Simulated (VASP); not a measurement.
# C (P6_3/mmc) in VASP: notebook

C is run at these levels: PBE; tasks: relaxation of cell and atoms.

Program: VASP 6.6.1. These are calculated values, not measurements. Logs are shortened: lines on timing, memory, paths and dates and some standing lists are left out, and cuts for length are marked.

## 1. The cell of the first run

The structure is hexagonal, space group P6_3/mmc (No. 194). Conventional cell: a = 2.120 Å, b = 2.120 Å, c = 3.462 Å, α = 90.00°, β = 90.00°, γ = 120.00°. C (site symmetry -6m2) has 12 C at 2.12 Å within 2.8 Å.

## 2. Relaxation of cell and atoms, PBE

File INCAR:

```
SYSTEM = C
PREC = Accurate ; ENCUT = 600
EDIFF = 1E-7 ; ISMEAR = -1
SIGMA = 0.1 ; LREAL = .False.
LASPH = .True. ; NELM = 60
ALGO = Normal ; ISIF = 3
LWAVE = .False. ; LCHARG = .False.
GGA = PE ; IBRION = 2
NSW = 80 ; EDIFFG = -0.02
```

File KPOINTS:

```
regular mesh
0
Gamma
  12 12 7
  0 0 0
```

File POSCAR:

```
C
1.0
    2.1200000000      0.0000000000      0.0000000000
   -1.0600000000      1.8359738560      0.0000000000
    0.0000000000      0.0000000000      3.4619600000
C
2
Direct
    0.3333333333      0.6666666667      0.2500000000
    0.6666666667      0.3333333333      0.7500000000
```

Potentials or basis: VASP PAW PBE potentials, release 64 (C).

The run is started by

```
cat potpaw_PBE.64/C/POTCAR > POTCAR
mpirun -np 1 vasp_std > vasp.out
```

OUTCAR:

```text
SYSTEM = C
   PREC = Accurate
   ENCUT = 600
   EDIFF = 1E-7
   ISMEAR = -1
   LREAL = .False.
   LASPH = .True.
   NELM = 60
   ISIF = 3
   GGA = PE
   IBRION = 2
   NSW = 80
   EDIFFG = -0.02

 ion  position               nearest neighbor table
   1  0.333  0.667  0.250-
   2  0.667  0.333  0.750-

  LATTYP: Found a hexagonal cell.
 ALAT       =     2.1200000000
 C/A-ratio  =     1.6330000000

  Lattice vectors:

 A1 = (   2.1200000000,   0.0000000000,   0.0000000000)
 A2 = (  -1.0600000000,   1.8359738560,   0.0000000000)
 A3 = (   0.0000000000,   0.0000000000,   3.4619600000)

Analysis of symmetry for initial positions (statically):
=====================================================================
 Subroutine PRICEL returns:
 Original cell was already a primitive cell.

 Routine SETGRP: Setting up the symmetry group for a
 hexagonal supercell.

 Subroutine GETGRP returns: Found 24 space group operations
 (whereof 12 operations were pure point group operations)
 out of a pool of 24 trial point group operations.

The static configuration has the point symmetry D_3d.
 The point group associated with its full space group is D_6h.

Analysis of symmetry for dynamics (positions and initial velocities):
=====================================================================
 Subroutine PRICEL returns:
 Original cell was already a primitive cell.

 Routine SETGRP: Setting up the symmetry group for a
 hexagonal supercell.

 Subroutine GETGRP returns: Found 24 space group operations
 (whereof 12 operations were pure point group operations)
 out of a pool of 24 trial point group operations.

The dynamic configuration has the point symmetry D_3d.
 The point group associated with its full space group is D_6h.

 Subroutine INISYM returns: Found 24 space group operations
 (whereof 12 operations are pure point group operations),
 and found     1 'primitive' translations

----------------------------------------------------------------------------------------

                                     Primitive cell

  volume of cell :      13.4749

  direct lattice vectors                    reciprocal lattice vectors
     2.120000000  0.000000000  0.000000000     0.471698113  0.272335033  0.000000000
    -1.060000000  1.835973856  0.000000000     0.000000000  0.544670065  0.000000000
     0.000000000  0.000000000  3.461960000     0.000000000  0.000000000  0.288853713

  length of vectors
     2.120000000  2.120000000  3.461960000     0.544670065  0.544670065  0.288853713

  position of ions in fractional coordinates (direct lattice)
     0.333333333  0.666666667  0.250000000
     0.666666667  0.333333333  0.750000000

  ion indices of the primitive-cell ions
   primitive index   ion index
                 1           1
                 2           2

----------------------------------------------------------------------------------------

 KPOINTS: regular mesh

Automatic generation of k-mesh.
 Grid dimensions read from file:
 generate k-points for:   12   12    7

 Generating k-lattice:

  Cartesian coordinates                     Fractional coordinates (reciprocal lattice)
     0.039308176  0.022694586  0.000000000     0.083333333  0.000000000  0.000000000
     0.000000000  0.045389172  0.000000000     0.000000000  0.083333333  0.000000000
     0.000000000  0.000000000  0.041264816     0.000000000  0.000000000  0.142857143

  Length of vectors
     0.045389172  0.045389172  0.041264816

  Shift w.r.t. Gamma in fractional coordinates (k-lattice)
     0.000000000  0.000000000  0.000000000

 Subroutine IBZKPT returns following result:
 ===========================================

 Found     76 irreducible k-points:

 Following reciprocal coordinates:
            Coordinates               Weight
  0.000000  0.000000  0.000000      1.000000
  0.083333  0.000000  0.000000      6.000000
  0.166667  0.000000  0.000000      6.000000
  0.250000  0.000000  0.000000      6.000000
  0.333333 -0.000000  0.000000      6.000000
  0.416667  0.000000  0.000000      6.000000
[... 16 lines left out ...]
  0.250000  0.000000  0.142857     12.000000
  0.333333 -0.000000  0.142857     12.000000
 [... further k-points ...]
   k-points           NKPTS =     76   k-points in BZ     NKDIM =     76   number of bands    NBANDS=      8
   number of dos      NEDOS =    301   number of ions     NIONS =      2
   total plane-waves  NPLWV =   9072
   dimension x,y,z NGX =    18 NGY =   18 NGZ =   28
   dimension x,y,z NGXF=    36 NGYF=   36 NGZF=   56
   ions per type =               2
   NGX,Y,Z   is equivalent  to a cutoff of  14.12, 14.12, 13.45 a.u.
   NGXF,Y,Z  is equivalent  to a cutoff of  28.23, 28.23, 26.89 a.u.
 SYSTEM =  C
   PREC   = accura    normal or accurate (medium, high low for compatibility)
   ISTART =      0    job   : 0-new  1-cont  2-samecut
   ICHARG =      2    charge: 1-file 2-atom 10-const
   ISPIN  =      1    spin polarized calculation?
   LNONCOLLINEAR =      F non collinear calculations
   LSORBIT =      F    spin-orbit coupling
   LASPH  =      T    aspherical Exc in radial PAW
   ENCUT  =  600.0 eV  44.10 Ry    6.64 a.u.   4.23  4.23  6.91*2*pi/ulx,y,z
   NELM   =     60;   NELMIN=  2; NELMDL= -5     # of ELM steps
   EDIFF  = 0.1E-06   stopping-criterion for ELM
   LREAL  =      F    real-space projection
   EDIFFG = -.2E-01   stopping-criterion for IOM
   NSW    =     80    number of steps for IOM
   IBRION =      2    ionic relax: 0-MD 1-quasi-New 2-CG
   NFREE  =      1    steps in history (QN), initial steepest desc. (CG)
   ISIF   =      3    stress and relaxation
   ISYM   =      2    0-nonsym 1-usesym 2-fastsym
   POTIM  = 0.5000    time-step for ionic-motion
   TEBEG  =    0.0;   TEEND  =   0.0 temperature during run
   PSTRESS=    0.0 pullay stress
   NELECT =       8.0000    total number of electrons
   NUPDOWN=      -1.0000    fix difference up-down
   EMIN   =  10.00;   EMAX   =-10.00  energy-range for DOS
   EFERMI =   0.00;   METHOD = LEGACY
   ISMEAR =    -1;   SIGMA  =   0.10  broadening in eV -4-tet -1-fermi 0-gaus
   EFERMI_NEDOS =   21; number of points for ismear=-14 and -15
   IALGO  =     38    algorithm
   IMIX   =      4    mixing-type and parameters
     AMIX     =   0.40;   BMIX     =  1.00
     AMIX_MAG =   1.60;   BMIX_MAG =  1.00
  volume/ion in A,a.u.               =       6.74        45.47
  Fermi-wavevector in a.u.,A,eV,Ry     =   1.375931  2.600133 25.758365  1.893186
  Thomas-Fermi vector in A             =   2.501222
   LORBIT       =      0    0 simple, 1 ext, 2 COOP (PROOUT), +10 PAW based schemes
   GGA     = PE    functional components
   LHFCALC =     F    Hartree Fock is set to
   AEXX    =    0.0000 exact exchange contribution
   IVDW    =     0    specifies the selected vdW correction
   LEPSILON=     F    determine dielectric tensor
   LRPA    =     F    only Hartree local field effects (RPA)
 conjugate gradient relaxation of ions
 non-spin polarized calculation
  energy-cutoff  :      600.00
  volume of cell :       13.47
 maximum number of plane-waves:       464
 NGX is ok and might be reduce to    18
   NGX =  9   NGY =  9   NGZ = 13

--------------------------------------- Ionic step        1  -------------------------------------------

 number of electron       8.0000000 magnetization

 Free energy of the ion-electron system (eV)
  ---------------------------------------------------
  ext. energy  EPLUGINS =         0.00000000
  ---------------------------------------------------
  free energy    TOTEN  =        -9.47194209 eV

  energy without entropy =       -9.45031438  energy(sigma->0) =       -9.46112824

------------------------ aborting loop because EDIFF is reached ----------------------------------------

  FORCE on cell =-STRESS in cart. coord.  units (eV):
  Direction    XX          YY          ZZ          XY          YZ          ZX
  --------------------------------------------------------------------------------------
  -------------------------------------------------------------------------------------
  Total        0.7299487      0.7299487     -0.4574962      0.0000000     -0.0000000      0.0000000
  in kB       86.7917643     86.7917643    -54.3968374      0.0000000     -0.0000000      0.0000000
  external PRESSURE =      39.7288971 kB  Pullay stress =       0.0000000 kB
[... 89 lines left out ...]
  FREE ENERGIE OF THE ION-ELECTRON SYSTEM (eV)
  ---------------------------------------------------
  free  energy   TOTEN  =        -9.4995680652 eV

  energy  without entropy=       -9.4796108656  energy(sigma->0) =       -9.48958947

 E-fermi :  10.1446     XC(G=0): -13.6890

 val. band max:       10.0195704133   @ k =   0.3333  -0.0000   0.0000
 cond. band min:      10.1455566801   @ k =   0.4167   0.1667   0.1429
 fundamental gap:      0.1259862667
 Fermi energy:        10.1446494053

 k-point     1 :       0.0000    0.0000    0.0000
  band No.  band energies     occupation
      1     -11.3699      2.00000
      2       7.3585      2.00000
      3       9.9743      1.69211
      4       9.9743      1.69211
      5      15.8050      0.00000
      6      16.8641      0.00000
      7      16.8641      0.00000
      8      23.7736      0.00000
[... 243 lines left out ...]
 k-point    24 :       0.3333   -0.0000    0.1429
  band No.  band energies     occupation
      1      -7.8128      2.00000
      2       1.2639      2.00000
      3       7.2547      2.00000
      4       7.5191      2.00000
      5      15.0651      0.00000
      6      16.5155      0.00000
      7      19.9681      0.00000
      8      20.4552      0.00000

 [... further k-points ...]

[... ionic steps 4 to 22 ...]

--------------------------------------- Ionic step       23  -------------------------------------------

 number of electron       7.9999999 magnetization

------------------------ aborting loop because EDIFF is reached ----------------------------------------

  FORCE on cell =-STRESS in cart. coord.  units (eV):
  Direction    XX          YY          ZZ          XY          YZ          ZX
  --------------------------------------------------------------------------------------
  -------------------------------------------------------------------------------------
  Total        0.0741965      0.0741965      0.0356414      0.0000000     -0.0000000     -0.0000000
  in kB        9.8507272      9.8507272      4.7319507      0.0000000     -0.0000000     -0.0000000
  external PRESSURE =       8.1444684 kB  Pullay stress =       0.0000000 kB
[... 57 lines left out ...]
  energy  without entropy=      -11.8863828329  energy(sigma->0) =      -11.89598483

--------------------------------------- Ionic step       25  -------------------------------------------

 number of electron       7.9999999 magnetization

 Free energy of the ion-electron system (eV)
  ---------------------------------------------------
  ext. energy  EPLUGINS =         0.00000000
  ---------------------------------------------------
  free energy    TOTEN  =       -11.90562839 eV

  energy without entropy =      -11.88621814  energy(sigma->0) =      -11.89592327

 E-fermi :   9.3709     XC(G=0): -13.4128

 val. band max:        9.3285840265   @ k =   0.2500   0.0833   0.0000
 cond. band min:       9.3842507393   @ k =   0.1667   0.0000   0.2857
 fundamental gap:      0.0556667128
 Fermi energy:         9.3708600435

 k-point     1 :       0.0000    0.0000    0.0000
  band No.  band energies     occupation
      1     -11.4188      2.00000
      2       7.2896      2.00000
      3       8.8874      1.98423
      4       8.8874      1.98423
      5      14.5819      0.00000
      6      15.6663      0.00000
      7      15.6663      0.00000
      8      22.7269      0.00000
[... 243 lines left out ...]
 k-point    24 :       0.3333   -0.0000    0.1429
  band No.  band energies     occupation
      1      -8.0305      2.00000
      2       0.6250      2.00000
      3       6.3929      2.00000
      4       7.2247      2.00000
      5      13.8894      0.00000
      6      15.4992      0.00000
      7      18.7871      0.00000
      8      19.4545      0.00000

 [... further k-points ...]
[... 5 lines left out ...]
  --------------------------------------------------------------------------------------
  -------------------------------------------------------------------------------------
  Total        0.0029289      0.0029289     -0.0149936      0.0000000     -0.0000000      0.0000000
  in kB        0.3876261      0.3876261     -1.9843207      0.0000000     -0.0000000      0.0000000
  external PRESSURE =      -0.4030228 kB  Pullay stress =       0.0000000 kB
[... 17 lines left out ...]
  FREE ENERGIE OF THE ION-ELECTRON SYSTEM (eV)
  ---------------------------------------------------
  free  energy   TOTEN  =       -11.9056283936 eV

  energy  without entropy=      -11.8862181423  energy(sigma->0) =      -11.89592327

 reached required accuracy - stopping structural energy minimisation
```

It took 47 s on 1 thread of Intel Xeon 6975P-C (Granite Rapids), shared host; peak memory 0.12 GiB.

What came out:

- Free energy: -11.9056 eV
- Relaxed volume: 6.05 Å³/atom
- Relaxed cell: a = 2.472 Å, b = 2.472 Å, c = 2.287 Å, α = 90.00°, β = 90.00°, γ = 120.00°
- Space group after relaxing (to 0.05 Å): P6_3/mmc (No. 194)
- Energy gained by relaxing: 1216.8 meV/atom
- Ionic steps: 25
- Pressure after relaxing: 0.0 GPa
- Band gap on the k mesh: zero (band 4 reaches 13.42 eV, above the bottom of band 5 at 4.72 eV)

Step by step:
```csv
step,energy change (eV),largest force (eV/Å),pressure (GPa),volume (Å³)
1,0.0000,0.0000,3.97,13.47
2,-0.0221,0.0000,-0.02,13.80
3,-0.0276,0.0000,-1.77,13.98
4,-0.0322,0.0000,-4.43,14.35
5,-0.0471,0.0000,-0.72,14.03
6,-0.3768,0.0000,3.85,13.03
7,-2.1414,0.0000,34.69,10.85
8,14.7491,0.0000,1225.64,5.72
9,-1.8389,0.0000,50.12,10.66
10,0.9080,0.0000,237.11,8.31
11,-2.1083,0.0000,64.44,10.25
12,-2.1530,0.0000,55.80,10.41
13,-2.1661,0.0000,50.92,10.50
14,-2.2450,0.0000,40.81,10.74
15,-2.3946,0.0000,15.43,11.48
16,-2.3776,0.0000,-17.83,13.06
17,-2.4311,0.0000,-3.31,12.23
18,-2.4317,0.0000,-1.52,12.15
19,-2.4316,0.0000,-0.77,12.12
20,-2.4326,0.0000,-0.32,12.10
21,-2.4336,0.0000,0.62,12.07
22,-2.4336,0.0000,0.78,12.07
23,-2.4336,0.0000,0.81,12.07
24,-2.4336,0.0000,0.48,12.08
25,-2.4337,0.0000,-0.04,12.11
```

Final structure:
```cif
data_structure
_symmetry_space_group_name_H-M 'P 1'
_symmetry_Int_Tables_number 1
_cell_length_a 2.4722
_cell_length_b 2.4722
_cell_length_c 2.2872
_cell_angle_alpha 90.000
_cell_angle_beta 90.000
_cell_angle_gamma 120.000
_cell_volume 12.11
loop_
_atom_site_label
_atom_site_type_symbol
_atom_site_fract_x
_atom_site_fract_y
_atom_site_fract_z
_atom_site_occupancy
C1 C 0.33333 0.66667 0.25000 1
C2 C 0.66667 0.33333 0.75000 1
```

(Part 1 of 2 ends here.)
